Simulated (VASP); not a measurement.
# YN (l.bB) (Fm-3m) in VASP: a series of runs, part 2 of 2

VASP 6.6.1.

## (4) Relaxation of cell and atoms, LDA

The input, INCAR:

```
PREC = Accurate
ENCUT = 600
EDIFF = 1E-7
ISMEAR = 0
SIGMA = 0.1
LREAL = False
LASPH = True
NELM = 120
ALGO = Normal
ISIF = 3
LWAVE = False
LCHARG = False
IBRION = 2
NSW = 100
EDIFFG = -0.002
GGA_COMPAT = False
NELMIN = 4
```

The input, KPOINTS:

```
regular mesh
0
Gamma
  16 16 16
```

The input, POSCAR:

```
YN
1.0
    0.0000000000      2.4100689741      2.4100689741
    2.4100689741      0.0000000000      2.4100689741
    2.4100689741      2.4100689741      0.0000000000
Y N
1 1
Direct
    0.0000000000      0.0000000000      0.0000000000
    0.5000000000      0.5000000000      0.5000000000
```

Potentials or basis: VASP PAW LDA potentials, release 64 (Y_sv, N).

Command:

```sh
$ cat potpaw_LDA.64/Y_sv/POTCAR potpaw_LDA.64/N/POTCAR > POTCAR
$ mpirun -np 1 vasp_std > vasp.out
```

OUTCAR:

```text
PREC = Accurate
   ENCUT = 600
   EDIFF = 1E-7
   ISMEAR = 0
   LREAL = False
   LASPH = True
   NELM = 120
   ISIF = 3
   IBRION = 2
   NSW = 100
   EDIFFG = -0.002
   NELMIN = 4

 ion  position               nearest neighbor table
   1  0.000  0.000  0.000-   2 2.41   2 2.41   2 2.41   2 2.41   2 2.41   2 2.41
   2  0.500  0.500  0.500-   1 2.41   1 2.41   1 2.41   1 2.41   1 2.41   1 2.41

  LATTYP: Found a face centered cubic cell.
 ALAT       =     4.8201379482

  Lattice vectors:

 A1 = (   0.0000000000,   2.4100689741,   2.4100689741)
 A2 = (   2.4100689741,   0.0000000000,   2.4100689741)
 A3 = (   2.4100689741,   2.4100689741,   0.0000000000)

Analysis of symmetry for initial positions (statically):
=====================================================================
[... 267 lines left out ...]
      4     -15.8980      2.00000
      5      -8.6119      2.00000
      6       4.1917      1.14085
      7       4.1917      1.14085
      8       4.1917      1.14085
      9       7.3069      0.00000
     10       7.3069      0.00000
     11       7.3069      0.00000
     12       8.7325      0.00000
[... 331 lines left out ...]
 k-point    24 :      -0.0625    0.0625    0.0000
  band No.  band energies     occupation
      1     -36.1555      2.00000
      2     -16.0439      2.00000
      3     -15.9286      2.00000
      4     -15.8986      2.00000
      5      -8.4022      2.00000
      6       3.4695      2.00000
      7       3.7288      2.00000
      8       3.9951      1.99691
      9       7.3228      0.00000
     10       7.4558      0.00000
     11       7.7931      0.00000
     12       9.1596      0.00000

 [... further k-points ...]

------------------------ aborting loop because EDIFF is reached ----------------------------------------

  FORCE on cell =-STRESS in cart. coord.  units (eV):
  Direction    XX          YY          ZZ          XY          YZ          ZX
  --------------------------------------------------------------------------------------
  -------------------------------------------------------------------------------------
  Total       -0.0004140     -0.0004140     -0.0004140      0.0000000      0.0000000     -0.0000000
  in kB       -0.0236822     -0.0236822     -0.0236822      0.0000000      0.0000000     -0.0000000
  external PRESSURE =      -0.0236822 kB  Pullay stress =       0.0000000 kB
[... 17 lines left out ...]
  FREE ENERGIE OF THE ION-ELECTRON SYSTEM (eV)
  ---------------------------------------------------
  free  energy   TOTEN  =       -19.8884957853 eV

  energy  without entropy=      -19.8882986140  energy(sigma->0) =      -19.88839720

 reached required accuracy - stopping structural energy minimisation
```

OSZICAR:

```text
N       E                     dE             d eps       ncg     rms          rms(c)
DAV:   1     0.627723022871E+02    0.62772E+02   -0.96276E+03  3480   0.151E+03
DAV:   2    -0.199789885586E+02   -0.82751E+02   -0.76134E+02  4516   0.268E+02
[... 22 lines left out ...]
DAV:   1    -0.198885129267E+02   -0.20411E-04   -0.37527E-04  4864   0.172E-01    0.460E-02
DAV:   2    -0.198884981490E+02    0.14778E-04   -0.31000E-05  4412   0.490E-02    0.187E-02
DAV:   3    -0.198884951832E+02    0.29658E-05   -0.17913E-05  5484   0.289E-02    0.215E-02
DAV:   4    -0.198884952428E+02   -0.59623E-07   -0.13790E-06  4560   0.874E-03    0.141E-02
DAV:   5    -0.198884957724E+02   -0.52953E-06   -0.75422E-07  5460   0.522E-03    0.137E-03
DAV:   6    -0.198884957853E+02   -0.12935E-07   -0.64749E-08  2008   0.224E-03
   3 F= -.19888496E+02 E0= -.19888397E+02  d E =-.258811E-05
```

CONTCAR:

```text
YN
   1.00000000000000
     0.0000000000000000    2.4104095520568629    2.4104095520568629
     2.4104095520568629    0.0000000000000000    2.4104095520568629
     2.4104095520568629    2.4104095520568629    0.0000000000000000
  Y               N
     1     1
Direct
     0.0000000000000000    0.0000000000000000    0.0000000000000000
     0.5000000000000000    0.5000000000000000    0.5000000000000000

  0.00000000E+00  0.00000000E+00  0.00000000E+00
  0.00000000E+00  0.00000000E+00  0.00000000E+00
```

Run time: 3.5 min. Hardware: 1 thread of Intel Xeon 8259CL, shared host; peak memory 0.22 GiB.

Results:

```yaml
Free_energy: -19.8885 eV
Relaxed_volume: 14.00 Å³/atom
Relaxed_cell: a = 3.409 Å, b = 3.409 Å, c = 3.409 Å, α = 60.00°, β = 60.00°, γ = 60.00°
Space_group_after_relaxing_to_0.05_Å: Fm-3m (No. 225)
Energy_gained_by_relaxing: 0.0 meV/atom
Ionic_steps: 3
Pressure_after_relaxing: 0.0 GPa
```

Final structure:
```cif
data_structure
_symmetry_space_group_name_H-M 'P 1'
_symmetry_Int_Tables_number 1
_cell_length_a 3.4088
_cell_length_b 3.4088
_cell_length_c 3.4088
_cell_angle_alpha 60.000
_cell_angle_beta 60.000
_cell_angle_gamma 60.000
_cell_volume 28.01
loop_
_atom_site_label
_atom_site_type_symbol
_atom_site_fract_x
_atom_site_fract_y
_atom_site_fract_z
_atom_site_occupancy
Y1 Y 0.00000 0.00000 0.00000 1
N1 N 0.50000 0.50000 0.50000 1
```

Levels at points of the mesh, in eV from the Fermi level:
| k point | band 5 | band 6 | band 7 | band 8 | band 9 | band 10 | band 11 | band 12 |
| --- | --- | --- | --- | --- | --- | --- | --- | --- |
| (0.00, 0.00, 0.00) | -12.82 | -0.01 | -0.01 | -0.01 | 3.10 | 3.10 | 3.10 | 4.53 |
| (0.50, 0.00, 0.00) | -10.79 | -4.26 | -2.40 | -2.40 | 5.85 | 6.57 | 6.57 | 6.94 |
| (0.50, 0.50, 0.00) | -12.38 | -1.41 | -0.36 | -0.36 | 0.00 | 7.10 | 7.69 | 8.23 |

## (5) The runs side by side

```tsv
task	cell	k mesh	smearing	pressure (GPa)
single point	as given	12 × 12 × 12	gaussian 0.01 eV	0.1
single point	as given	16 × 16 × 16	gaussian 0.1 eV	0.1
relaxation of cell and atoms	relaxed	16 × 16 × 16	gaussian 0.1 eV	0.0
```

Alike in all rows: level LDA; potentials or basis VASP PAW LDA potentials, release 64 (Y_sv, N); no spin polarisation; cutoff (eV) 600.

Total energies depend on the potentials used, so only differences within one code and one set of settings carry meaning.
